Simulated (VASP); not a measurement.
# TiSi2 in VASP: notebook

TiSi2 is run at these levels: PBEsol; tasks: electric field gradients.

All numbers are computed with VASP 6.6.1; they aren't measurements. Logs are shortened: lines on timing, memory, paths and dates and some standing lists are left out, and cuts for length are marked.

## 1. The cell of the first run

The typed cell holds 6 atoms: a = 5.956 Å, b = 4.905 Å, c = 4.780 Å, α = 74.99°, β = 52.49°, γ = 50.61°.

## 2. Electric field gradients, PBEsol (equal xy, yz and zx shear strains of +1 %)

Input file INCAR:

```
ALGO     = Normal         # electronic algorithm
EDIFF    = 1E-8           # SCF threshold, eV
ENCUT    = 520            # plane-wave cutoff, eV
GGA      = PS             # functional
ISIF     = 2              # what is computed and relaxed
ISMEAR   = -1             # smearing method
LASPH    = T              # aspherical terms in the spheres
LCHARG   = F              # write CHGCAR
LEFG     = T            
LREAL    = F              # projectors in reciprocal space
LWAVE    = F              # write WAVECAR
NBANDS   = 29             # bands
NELM     = 100            # most SCF steps
PREC     = Accurate       # precision mode
SIGMA    = 0.08           # smearing width, eV
```

Input file KPOINTS:

```
k-points
0
Gamma
  8 8 8
```

Input file POSCAR:

```
TiSi2
1.0
    0.0418975000      4.1393075000      4.2820900000
    2.4078075000      0.0332400000      4.2734325000
    2.4070900000      4.1299325000      0.0325225000
Ti Si
2 4
Direct
    0.7500000000      0.7500000000      0.7500000000
    0.5000000000      0.5000000000      0.5000000000
    0.0830000000      0.4170000000      0.0830000000
    0.4170000000      0.0830000000      0.4170000000
    0.1670000000      0.8330000000      0.1670000000
    0.8330000000      0.1670000000      0.8330000000
```

Potentials or basis: VASP PAW PBE potentials, release 64 (Ti_sv, Si).

The run is started by

```
cat potpaw_PBE.64/Ti_sv/POTCAR potpaw_PBE.64/Si/POTCAR > POTCAR
mpirun -np 1 vasp_std > vasp.out
```

OUTCAR:

```text
EDIFF = 1E-8
   ENCUT = 520
   GGA = PS
   ISIF = 2
   ISMEAR = -1
   LASPH = T
   LREAL = F
   NELM = 100
   PREC = Accurate

 ion  position               nearest neighbor table
   1  0.750  0.750  0.750-   5 2.52   5 2.53   6 2.54   6 2.56   3 2.74   4 2.74   4 2.74   3 2.74
                             4 2.77   3 2.77
   2  0.500  0.500  0.500-   3 2.52   3 2.53   4 2.54   4 2.56   5 2.74   6 2.74   6 2.74   5 2.74
                             6 2.77   5 2.77
   3  0.083  0.417  0.083-   2 2.52   2 2.53   5 2.54   5 2.56   4 2.74   1 2.74   1 2.74   4 2.75
                             4 2.76   1 2.77
   4  0.417  0.083  0.417-   6 2.53   6 2.53   2 2.54   2 2.56   3 2.74   1 2.74   1 2.74   3 2.75
                             3 2.76   1 2.77
   5  0.167  0.833  0.167-   1 2.52   1 2.53   3 2.54   3 2.56   6 2.74   2 2.74   2 2.74   6 2.75
                             6 2.76   2 2.77
   6  0.833  0.167  0.833-   4 2.53   4 2.53   1 2.54   1 2.56   5 2.74   2 2.74   2 2.74   5 2.75
                             5 2.76   2 2.77

  Warning from LATTYP: Got some problem with cell dimensions!
  Tried to take original basis but could not verify dimensions!
  LATTYP: Found a triclinic cell.
 ALAT       =     4.7389234426
 B/A-ratio  =     1.7379909165
 C/A-ratio  =     1.0262752566
 COS(alpha) =     0.0038648376
 COS(beta)  =     0.2460624872
 COS(gamma) =     0.8639470407

  Lattice vectors:

 A1 = (   2.3659100000,  -4.1060675000,  -0.0086575000)
 A2 = (  -0.0411800000,  -8.2360000000,  -0.0411800000)
 A3 = (   2.3651925000,  -0.0093750000,  -4.2495675000)

Analysis of symmetry for initial positions (statically):
=====================================================================
 Subroutine PRICEL returns:
 Original cell was already a primitive cell.

 Routine SETGRP: Setting up the symmetry group for a
 triclinic supercell.

 Subroutine GETGRP returns: Found  2 space group operations
 (whereof  1 operations were pure point group operations)
 out of a pool of  2 trial point group operations.

The static configuration has the point symmetry C_1 .
 The point group associated with its full space group is S_2 .

Analysis of symmetry for dynamics (positions and initial velocities):
=====================================================================
 Subroutine PRICEL returns:
 Original cell was already a primitive cell.

 Routine SETGRP: Setting up the symmetry group for a
 triclinic supercell.

 Subroutine GETGRP returns: Found  2 space group operations
 (whereof  1 operations were pure point group operations)
 out of a pool of  2 trial point group operations.

The dynamic configuration has the point symmetry C_1 .
 The point group associated with its full space group is S_2 .

 Subroutine INISYM returns: Found  2 space group operations
 (whereof  1 operations are pure point group operations),
 and found     1 'primitive' translations

----------------------------------------------------------------------------------------

                                     Primitive cell

  volume of cell :      83.7544

  direct lattice vectors                    reciprocal lattice vectors
     0.041897500  4.139307500  4.282090000    -0.210710120  0.121882846  0.117773715
     2.407807500  0.033240000  4.273432500     0.209542604 -0.123050363  0.116897118
     2.407090000  4.129932500  0.032522500     0.209501919  0.120965564 -0.118981916

  length of vectors
     5.955830483  4.905187783  4.780322420     0.270416033  0.269656134  0.269593060

  position of ions in fractional coordinates (direct lattice)
     0.750000000  0.750000000  0.750000000
     0.500000000  0.500000000  0.500000000
[... 76 lines left out ...]
   PREC   = accura    normal or accurate (medium, high low for compatibility)
   ISTART =      0    job   : 0-new  1-cont  2-samecut
   ICHARG =      2    charge: 1-file 2-atom 10-const
   ISPIN  =      1    spin polarized calculation?
   LNONCOLLINEAR =      F non collinear calculations
   LSORBIT =      F    spin-orbit coupling
   LASPH  =      T    aspherical Exc in radial PAW
   ENCUT  =  520.0 eV  38.22 Ry    6.18 a.u.  11.07  9.12  8.89*2*pi/ulx,y,z
   NELM   =    100;   NELMIN=  2; NELMDL= -5     # of ELM steps
   EDIFF  = 0.1E-07   stopping-criterion for ELM
   LREAL  =      F    real-space projection
   EDIFFG = 0.1E-06   stopping-criterion for IOM
   NSW    =      0    number of steps for IOM
   IBRION =     -1    ionic relax: 0-MD 1-quasi-New 2-CG
   NFREE  =      0    steps in history (QN), initial steepest desc. (CG)
   ISIF   =      2    stress and relaxation
   ISYM   =      2    0-nonsym 1-usesym 2-fastsym
   POTIM  = 0.5000    time-step for ionic-motion
   TEBEG  =    0.0;   TEEND  =   0.0 temperature during run
   PSTRESS=    0.0 pullay stress
   NELECT =      40.0000    total number of electrons
   NUPDOWN=      -1.0000    fix difference up-down
   EMIN   =  10.00;   EMAX   =-10.00  energy-range for DOS
   EFERMI =   0.00;   METHOD = LEGACY
   ISMEAR =    -1;   SIGMA  =   0.08  broadening in eV -4-tet -1-fermi 0-gaus
   EFERMI_NEDOS =   21; number of points for ismear=-14 and -15
   IALGO  =     38    algorithm
   IMIX   =      4    mixing-type and parameters
     AMIX     =   0.40;   BMIX     =  1.00
     AMIX_MAG =   1.60;   BMIX_MAG =  1.00
  volume/ion in A,a.u.               =      13.96        94.20
  Fermi-wavevector in a.u.,A,eV,Ry     =   1.279653  2.418194 22.279701  1.637512
  Thomas-Fermi vector in A             =   2.412126
   LORBIT       =      0    0 simple, 1 ext, 2 COOP (PROOUT), +10 PAW based schemes
   GGA     = PS    functional components
   LHFCALC =     F    Hartree Fock is set to
   AEXX    =    0.0000 exact exchange contribution
   IVDW    =     0    specifies the selected vdW correction
   LEPSILON=     F    determine dielectric tensor
   LRPA    =     F    only Hartree local field effects (RPA)
 non-spin polarized calculation
  energy-cutoff  :      520.00
  volume of cell :       83.75
 maximum number of plane-waves:      2274
 NGX is ok and might be reduce to    48
   NGX = 23   NGY = 19   NGZ = 17

 number of electron      40.0000003 magnetization

 Free energy of the ion-electron system (eV)
  ---------------------------------------------------
  ext. energy  EPLUGINS =         0.00000000
  ---------------------------------------------------
  free energy    TOTEN  =       -43.68175866 eV

  energy without entropy =      -43.63853448  energy(sigma->0) =      -43.66014657

 E-fermi :  10.1333     XC(G=0): -11.8298

 val. band max:       10.1316976256   @ k =   0.2500   0.3750   0.5000
 cond. band min:      10.1349824285   @ k =  -0.3750   0.3750   0.2500
 fundamental gap:      0.0032848029
 Fermi energy:        10.1332837573

 k-point     1 :       0.0000    0.0000    0.0000
  band No.  band energies     occupation
      1     -45.8730      2.00000
      2     -45.8434      2.00000
      3     -22.3694      2.00000
      4     -22.3484      2.00000
      5     -22.2729      2.00000
      6     -22.2598      2.00000
[... 757 lines left out ...]
     28      14.2902      0.00000
     29      14.3933      0.00000

 [... further k-points ...]

------------------------ aborting loop because EDIFF is reached ----------------------------------------

  FORCE on cell =-STRESS in cart. coord.  units (eV):
  Direction    XX          YY          ZZ          XY          YZ          ZX
  --------------------------------------------------------------------------------------
  -------------------------------------------------------------------------------------
  Total       -0.4857518     -1.0053586     -0.9445174     -0.6813182     -0.4941136     -0.8231035
  in kB       -9.2921712    -19.2319698    -18.0681108    -13.0332512     -9.4521281    -15.7455288
  external PRESSURE =     -15.5307506 kB  Pullay stress =       0.0000000 kB

 VOLUME and BASIS-vectors are now :
 -----------------------------------------------------------------------------
  energy-cutoff  :      520.00
  volume of cell :       83.75
      direct lattice vectors                 reciprocal lattice vectors
     0.041897500  4.139307500  4.282090000    -0.210710120  0.121882846  0.117773715
     2.407807500  0.033240000  4.273432500     0.209542604 -0.123050363  0.116897118
     2.407090000  4.129932500  0.032522500     0.209501919  0.120965564 -0.118981916

 POSITION                                       TOTAL-FORCE (eV/Angst)
 -----------------------------------------------------------------------------------
      3.64260      6.22686      6.44103         0.064092      0.064746      0.054718
      2.42840      4.15124      4.29402        -0.064092     -0.064746     -0.054718
      1.20732      0.70021      2.14013         0.022543      0.203824     -0.007984
      1.22108      3.45103      2.15389         0.032178     -0.141796      0.044705
      2.41468      1.40865      4.28031        -0.022543     -0.203824      0.007984
      2.44211      6.89383      4.30774        -0.032178      0.141796     -0.044705
 -----------------------------------------------------------------------------------
    total drift:                               -0.000000     -0.000000      0.000000

  FREE ENERGIE OF THE ION-ELECTRON SYSTEM (eV)
  ---------------------------------------------------
  free  energy   TOTEN  =       -43.6817586562 eV

  energy  without entropy=      -43.6385344805  energy(sigma->0) =      -43.66014657

 Electric field gradients (V/A^2)
---------------------------------------------------------------------
 ion       V_xx      V_yy      V_zz      V_xy      V_xz      V_yz
---------------------------------------------------------------------
   1      -2.537    10.066    -7.529     2.627     2.748     1.748
   2      -2.537    10.066    -7.529     2.627     2.748     1.748
   3       1.716    13.126   -14.842     1.278    28.187     0.354
   4       1.056    12.525   -13.581     0.909   -25.652     0.487
   5       1.716    13.126   -14.842     1.278    28.187     0.354
   6       1.056    12.525   -13.581     0.909   -25.652     0.487
---------------------------------------------------------------------

 Electric field gradients after diagonalization (V/A^2)
 (convention: |V_zz| > |V_xx| > |V_yy|)
----------------------------------------------------------------------
 ion       V_xx      V_yy      V_zz     asymmetry (V_yy - V_xx)/ V_zz
----------------------------------------------------------------------
   1      -8.762    -2.112    10.874       0.612
   2      -8.762    -2.112    10.874       0.612
   3      22.969    12.976   -35.945       0.278
   4      20.437    12.521   -32.958       0.240
   5      22.969    12.976   -35.945       0.278
   6      20.437    12.521   -32.958       0.240
----------------------------------------------------------------------

           NMR quadrupolar parameters

 Cq : quadrupolar parameter    Cq=e*Q*V_zz/h
 eta: asymmetry parameters     (V_yy - V_xx)/ V_zz
 Q  : nuclear electric quadrupole moment in mb (millibarn)
----------------------------------------------------------------------
 ion       Cq(MHz)       eta       Q (mb)
----------------------------------------------------------------------
   1       0.026       0.612       1.000
   2       0.026       0.612       1.000
   3      -0.087       0.278       1.000
   4      -0.080       0.240       1.000
   5      -0.087       0.278       1.000
   6      -0.080       0.240       1.000
----------------------------------------------------------------------
```

Wall time 10 min (1 thread of Intel Xeon Platinum 8488C (Sapphire Rapids), shared host); peak memory 0.61 GiB.

What came out:

```yaml
Free_energy: -43.6818 eV
Pressure: -1.6 GPa
Largest_force: 0.205 eV/Å
Band_gap_on_the_k_mesh: zero (bands 20 and 21 overlap by 1.84 eV)
Largest_electric_field_gradient_by_atom: Ti +10.9; Si -35.9, -33.0 (each value once) V/Å²
```

Forces on the atoms (eV/Å):
```
Ti   0.064  0.065  0.055
Ti  -0.064 -0.065 -0.055
Si   0.023  0.204 -0.008
Si   0.032 -0.142  0.045
Si  -0.023 -0.204  0.008
Si  -0.032  0.142 -0.045
```

Stress tensor (GPa, compression positive):
```
-0.93 -1.30 -1.57
-1.30 -1.92 -0.95
-1.57 -0.95 -1.81
```

Levels at points of the mesh, in eV from the Fermi level:
```tsv
k point	band 16	band 17	band 18	band 19	band 20	band 21	band 22	band 23	band 24	band 25
(0.00, 0.00, 0.00)	-2.63	-2.26	-1.92	-1.71	-1.50	-0.94	2.01	3.20	3.27	3.39
(0.50, 0.00, 0.00)	-2.61	-2.00	-1.07	-0.03	0.21	1.06	1.37	1.86	2.31	2.65
(0.00, 0.50, 0.00)	-2.41	-1.96	-1.05	-0.07	0.14	1.05	1.35	1.69	2.24	2.68
(0.50, 0.50, 0.00)	-3.00	-1.63	-1.56	-1.06	-1.02	0.79	0.81	3.20	3.26	3.41
(0.00, 0.00, 0.50)	-2.42	-1.94	-1.12	-0.10	0.15	1.07	1.38	1.74	2.28	2.62
(0.50, 0.00, 0.50)	-2.39	-2.38	-2.37	-0.88	-0.84	1.25	1.27	3.26	3.31	3.36
(0.00, 0.50, 0.50)	-1.29	-1.24	-1.23	-0.66	-0.65	0.90	0.94	2.27	2.31	3.04
(0.50, 0.50, 0.50)	-2.47	-2.01	-1.13	-0.03	0.14	0.99	1.32	1.81	2.18	2.65
```

Electric field gradients, principal values (V/Å²):
```
atom   least  middle  greatest (by size)
1 Ti  -2.112  -8.762              10.874
2 Ti  -2.112  -8.762              10.874
3 Si  12.976  22.969             -35.945
4 Si  12.521  20.437             -32.958
5 Si  12.976  22.969             -35.945
6 Si  12.521  20.437             -32.958
```

Caveat: the cell differs from its parent crystal (equal xy, yz and zx shear strains of +1 %); without QUAD_EFG the Cq values of the log hold for a quadrupole moment of 1 mb, not for the nuclei; the PAW data sets were made with another functional, which shifts forces and pressure a little.

(Continued in part 2 of 3.)
